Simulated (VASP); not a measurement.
# CsGd2 (Fm-3m) in VASP: single point with PBE

Aim: the single point of CsGd2 with PBE.

All numbers are computed with VASP 6.6.1; they aren't measurements. Logs are shortened: lines on timing, memory, paths and dates and some standing lists are left out, and cuts for length are marked.

## (1) The cell of the first run

Symmetry: Fm-3m, No. 225, cubic system. Conventional cell: a = 7.620 Å, b = 7.620 Å, c = 7.620 Å, α = 90.00°, β = 90.00°, γ = 90.00°. Within 4.3 Å of Cs (site symmetry m-3m) lie 8 Gd at 3.30 Å. Within 4.3 Å of Gd (site symmetry -43m) lie 4 Cs at 3.30 Å and 6 Gd at 3.81 Å.

The cell was generated, and may not be a known phase.

## (2) Single point, PBE, collinear spin, ferromagnetic start

INCAR

```
SYSTEM = CsGd2
ALGO     = All            ! electronic algorithm
EDIFF    = 1E-6           ! SCF threshold, eV
ENCUT    = 690            ! plane-wave cutoff, eV
GGA      = PE             ! functional
GGA_COMPAT= .False.      
ISEARCH  = 1            
ISIF     = 2              ! what is computed and relaxed
ISMEAR   = 0              ! smearing method
ISPIN    = 2              ! spin polarisation
KPAR     = 4            
LASPH    = .True.         ! aspherical terms in the spheres
LCHARG   = .False.        ! write CHGCAR
LMAXMIX  = 6              ! l up to which the mixer works
LORBIT   = 11             ! projections on sites
LREAL    = .False.        ! projectors in reciprocal space
LWAVE    = .False.        ! write WAVECAR
MAGMOM   = 0 7 7          ! initial moments
NBANDS   = 34             ! bands
NELM     = 300            ! most SCF steps
PREC     = Accurate       ! precision mode
SIGMA    = 0.1            ! smearing width, eV
```

KPOINTS

```
k-points
0
Gamma
  4 4 4
  0 0 0
```

POSCAR

```
CsGd2
1.0
    0.0000000000      3.8101676100      3.8101676100
    3.8101676100      0.0000000000      3.8101676100
    3.8101676100      3.8101676100      0.0000000000
Cs Gd
1 2
Direct
    0.5000000000      0.5000000000      0.5000000000
    0.2500000000      0.2500000000      0.2500000000
    0.7500000000      0.7500000000      0.7500000000
```

Potentials or basis: VASP PAW PBE potentials, release 64 (Cs_sv, Gd).

Started as:

```
> cat potpaw_PBE.64/Cs_sv/POTCAR potpaw_PBE.64/Gd/POTCAR > POTCAR
> mpirun -np 4 vasp_std > vasp.out
```

OUTCAR:

```text
SYSTEM = CsGd2
   EDIFF = 1E-6
   ENCUT = 690
   GGA = PE
   ISIF = 2
   ISMEAR = 0
   ISPIN = 2
   LASPH = .True.
   LORBIT = 11
   LREAL = .False.
   NELM = 300
   PREC = Accurate

 ion  position               nearest neighbor table
   1  0.500  0.500  0.500-   2 3.30   2 3.30   2 3.30   3 3.30   3 3.30   3 3.30   3 3.30   2 3.30

   2  0.250  0.250  0.250-   1 3.30   1 3.30   1 3.30   1 3.30
   3  0.750  0.750  0.750-   1 3.30   1 3.30   1 3.30   1 3.30

  LATTYP: Found a face centered cubic cell.
 ALAT       =     7.6203352200

  Lattice vectors:

 A1 = (   0.0000000000,   3.8101676100,   3.8101676100)
 A2 = (   3.8101676100,   0.0000000000,   3.8101676100)
 A3 = (   3.8101676100,   3.8101676100,   0.0000000000)

Analysis of symmetry for initial positions (statically):
=====================================================================
 Subroutine PRICEL returns:
 Original cell was already a primitive cell.

 Routine SETGRP: Setting up the symmetry group for a
 face centered cubic supercell.

 Subroutine GETGRP returns: Found 48 space group operations
 (whereof 48 operations were pure point group operations)
 out of a pool of 48 trial point group operations.

The static configuration has the point symmetry O_h .

Analysis of symmetry for dynamics (positions and initial velocities):
=====================================================================
 Subroutine PRICEL returns:
 Original cell was already a primitive cell.

 Routine SETGRP: Setting up the symmetry group for a
 face centered cubic supercell.

 Subroutine GETGRP returns: Found 48 space group operations
 (whereof 48 operations were pure point group operations)
 out of a pool of 48 trial point group operations.

The dynamic configuration has the point symmetry O_h .

Analysis of structural, dynamic, and magnetic symmetry:
=====================================================================
 Subroutine PRICEL returns:
 Original cell was already a primitive cell.

 Routine SETGRP: Setting up the symmetry group for a
 face centered cubic supercell.

 Subroutine GETGRP returns: Found 48 space group operations
 (whereof 48 operations were pure point group operations)
 out of a pool of 48 trial point group operations.

The overall configuration has the point symmetry O_h .

 Subroutine INISYM returns: Found 48 space group operations
 (whereof 48 operations are pure point group operations),
 and found     1 'primitive' translations

----------------------------------------------------------------------------------------

                                     Primitive cell

  volume of cell :     110.6273

  direct lattice vectors                    reciprocal lattice vectors
     0.000000000  3.810167610  3.810167610    -0.131227823  0.131227823  0.131227823
     3.810167610  0.000000000  3.810167610     0.131227823 -0.131227823  0.131227823
     3.810167610  3.810167610  0.000000000     0.131227823  0.131227823 -0.131227823

  length of vectors
     5.388390709  5.388390709  5.388390709     0.227293256  0.227293256  0.227293256

  position of ions in fractional coordinates (direct lattice)
     0.500000000  0.500000000  0.500000000
     0.250000000  0.250000000  0.250000000
     0.750000000  0.750000000  0.750000000

  ion indices of the primitive-cell ions
   primitive index   ion index
                 1           1
                 2           2
                 3           3

----------------------------------------------------------------------------------------

 KPOINTS: k-points

Automatic generation of k-mesh.
 Grid dimensions read from file:
 generate k-points for:    4    4    4

 Generating k-lattice:

  Cartesian coordinates                     Fractional coordinates (reciprocal lattice)
    -0.032806956  0.032806956  0.032806956     0.250000000  0.000000000  0.000000000
     0.032806956 -0.032806956  0.032806956     0.000000000  0.250000000  0.000000000
     0.032806956  0.032806956 -0.032806956     0.000000000  0.000000000  0.250000000

  Length of vectors
     0.056823314  0.056823314  0.056823314

  Shift w.r.t. Gamma in fractional coordinates (k-lattice)
     0.000000000  0.000000000  0.000000000

 Subroutine IBZKPT returns following result:
 ===========================================

 Found      8 irreducible k-points:

 Following reciprocal coordinates:
            Coordinates               Weight
  0.000000  0.000000  0.000000      1.000000
  0.250000  0.000000  0.000000      8.000000
  0.500000  0.000000  0.000000      4.000000
  0.250000  0.250000  0.000000      6.000000
  0.500000  0.250000  0.000000     24.000000
 -0.250000  0.250000  0.000000     12.000000
  0.500000  0.500000  0.000000      3.000000
 -0.250000  0.500000  0.250000      6.000000
   k-points           NKPTS =      8   k-points in BZ     NKDIM =      8   number of bands    NBANDS=     34
   number of dos      NEDOS =    301   number of ions     NIONS =      3
   total plane-waves  NPLWV = 110592
   dimension x,y,z NGX =    48 NGY =   48 NGZ =   48
   dimension x,y,z NGXF=    96 NGYF=   96 NGZF=   96
   ions per type =               1   2
   NGX,Y,Z   is equivalent  to a cutoff of  14.81, 14.81, 14.81 a.u.
   NGXF,Y,Z  is equivalent  to a cutoff of  29.62, 29.62, 29.62 a.u.
 SYSTEM =  CsGd2
   PREC   = accura    normal or accurate (medium, high low for compatibility)
   ISTART =      0    job   : 0-new  1-cont  2-samecut
   ICHARG =      2    charge: 1-file 2-atom 10-const
   ISPIN  =      2    spin polarized calculation?
   LNONCOLLINEAR =      F non collinear calculations
   LSORBIT =      F    spin-orbit coupling
   LASPH  =      T    aspherical Exc in radial PAW
   ENCUT  =  690.0 eV  50.71 Ry    7.12 a.u.  11.54 11.54 11.54*2*pi/ulx,y,z
   NELM   =    300;   NELMIN=  2; NELMDL= -5     # of ELM steps
   EDIFF  = 0.1E-05   stopping-criterion for ELM
   LREAL  =      F    real-space projection
   EDIFFG = 0.1E-04   stopping-criterion for IOM
   NSW    =      0    number of steps for IOM
   IBRION =     -1    ionic relax: 0-MD 1-quasi-New 2-CG
   NFREE  =      0    steps in history (QN), initial steepest desc. (CG)
   ISIF   =      2    stress and relaxation
   ISYM   =      2    0-nonsym 1-usesym 2-fastsym
   POTIM  = 0.5000    time-step for ionic-motion
   TEBEG  =    0.0;   TEEND  =   0.0 temperature during run
   PSTRESS=    0.0 pullay stress
   NELECT =      45.0000    total number of electrons
   NUPDOWN=      -1.0000    fix difference up-down
   EMIN   =  10.00;   EMAX   =-10.00  energy-range for DOS
   EFERMI =   0.00;   METHOD = LEGACY
   ISMEAR =     0;   SIGMA  =   0.10  broadening in eV -4-tet -1-fermi 0-gaus
   EFERMI_NEDOS =   21; number of points for ismear=-14 and -15
   IALGO  =     58    algorithm
   IMIX   =      4    mixing-type and parameters
     AMIX     =   0.40;   BMIX     =  1.00
     AMIX_MAG =   1.60;   BMIX_MAG =  1.00
  volume/ion in A,a.u.               =      36.88       248.85
  Fermi-wavevector in a.u.,A,eV,Ry     =   1.212993  2.292224 20.018956  1.471352
  Thomas-Fermi vector in A             =   2.348459
   LORBIT       =     11    0 simple, 1 ext, 2 COOP (PROOUT), +10 PAW based schemes
   GGA     = PE    functional components
   LHFCALC =     F    Hartree Fock is set to
   AEXX    =    0.0000 exact exchange contribution
   IVDW    =     0    specifies the selected vdW correction
   LEPSILON=     F    determine dielectric tensor
   LRPA    =     F    only Hartree local field effects (RPA)
 spin polarized calculation
 Gauss-broadening in eV      SIGMA  =   0.10
  energy-cutoff  :      690.00
  volume of cell :      110.63
 maximum number of plane-waves:      4584
 NGX is ok and might be reduce to    48
   NGX = 23   NGY = 23   NGZ = 23

 number of electron      44.9999999 magnetization      14.5360930

 Free energy of the ion-electron system (eV)
  ---------------------------------------------------
  ext. energy  EPLUGINS =         0.00000000
  ---------------------------------------------------
  free energy    TOTEN  =       -20.58271021 eV

  energy without entropy =      -20.56159171  energy(sigma->0) =      -20.57215096

 E-fermi :   3.0274     XC(G=0):  -9.3824

 val. band max:        2.9782042912   @ k =  -0.2500   0.2500   0.0000
 cond. band min:       3.0764741295   @ k =   0.5000   0.2500   0.0000
 fundamental gap:      0.0982698383
 Fermi energy:         3.0274305224

 spin component 1

 k-point     1 :       0.0000    0.0000    0.0000
  band No.  band energies     occupation
      1     -42.5113      1.00000
      2     -42.4800      1.00000
      3     -20.0763      1.00000
      4     -20.0328      1.00000
      5     -20.0328      1.00000
      6     -20.0328      1.00000
[... 26 lines left out ...]
     33       4.6308      0.00000
     34       4.6308      0.00000
[... 227 lines left out ...]
      3     -20.5942      1.00000
      4     -20.0840      1.00000
      5     -19.9537      1.00000
      6     -19.9537      1.00000
[... 26 lines left out ...]
     33       4.1914      0.00000
     34       4.8545      0.00000
 Fermi energy:         3.0274305224

 spin component 2

 k-point     1 :       0.0000    0.0000    0.0000
  band No.  band energies     occupation
      1     -39.3627      1.00000
      2     -39.3221      1.00000
      3     -20.0673      1.00000
      4     -17.8083      1.00000
      5     -17.8083      1.00000
      6     -17.8083      1.00000
[... 26 lines left out ...]
     33       5.3593      0.00000
     34       5.4998      0.00000
[... 228 lines left out ...]
      4     -17.8836      1.00000
      5     -17.7171      1.00000
      6     -17.7171      1.00000
[... 26 lines left out ...]
     33       4.9701      0.00000
     34       5.1498      0.00000

------------------------ aborting loop because EDIFF is reached ----------------------------------------

  FORCE on cell =-STRESS in cart. coord.  units (eV):
  Direction    XX          YY          ZZ          XY          YZ          ZX
  --------------------------------------------------------------------------------------
  -------------------------------------------------------------------------------------
  Total        1.7604524      1.7604524      1.7604524      0.0000000     -0.0000000      0.0000000
  in kB       25.4960345     25.4960345     25.4960345      0.0000000     -0.0000000      0.0000000
  external PRESSURE =      25.4960345 kB  Pullay stress =       0.0000000 kB

 VOLUME and BASIS-vectors are now :
 -----------------------------------------------------------------------------
  energy-cutoff  :      690.00
  volume of cell :      110.63
      direct lattice vectors                 reciprocal lattice vectors
     0.000000000  3.810167610  3.810167610    -0.131227823  0.131227823  0.131227823
     3.810167610  0.000000000  3.810167610     0.131227823 -0.131227823  0.131227823
     3.810167610  3.810167610  0.000000000     0.131227823  0.131227823 -0.131227823

 POSITION                                       TOTAL-FORCE (eV/Angst)
 -----------------------------------------------------------------------------------
      3.81017      3.81017      3.81017        -0.000000     -0.000000     -0.000000
      1.90508      1.90508      1.90508        -0.000000     -0.000000     -0.000000
      5.71525      5.71525      5.71525         0.000000      0.000000      0.000000
 -----------------------------------------------------------------------------------
    total drift:                               -0.000000      0.000000      0.000000

  FREE ENERGIE OF THE ION-ELECTRON SYSTEM (eV)
  ---------------------------------------------------
  free  energy   TOTEN  =       -20.5827102076 eV

  energy  without entropy=      -20.5615894275  energy(sigma->0) =      -20.57214982

 total charge

# of ion       s       p       d       f       tot
--------------------------------------------------
    1        1.833   4.509   0.328   0.000   6.670
    2        2.079   5.545   0.548   7.070  15.244
    3        2.079   5.545   0.548   7.070  15.244
--------------------------------------------------
tot          5.991  15.600   1.425  14.141  37.157

 magnetization (x)

# of ion       s       p       d       f       tot
--------------------------------------------------
    1        0.001  -0.001   0.008   0.000   0.008
    2        0.012  -0.072   0.157   6.724   6.821
    3        0.012  -0.072   0.157   6.724   6.821
--------------------------------------------------
tot          0.024  -0.146   0.322  13.449  13.650
```

Run time: 6.2 min. Hardware: 4 MPI ranks of Intel Xeon Platinum 8375C at 2.90GHz (Ice Lake), shared host; peak memory 0.51 GiB.

What came out:

- Free energy: -20.5827 eV
- Pressure: 2.5 GPa
- Net moment: 14.54 μB per cell
- Site moments: Cs +0.01; Gd +6.82 μB
- Valence electrons inside the program's atomic spheres: Cs 6.67; Gd 15.24

Caveat: spin-orbit coupling is left out, which moves the levels of the heavy elements; semilocal functionals describe open f shells poorly, which spoils levels, moments and volumes. The state reached can hang on the start; a lower one may exist.
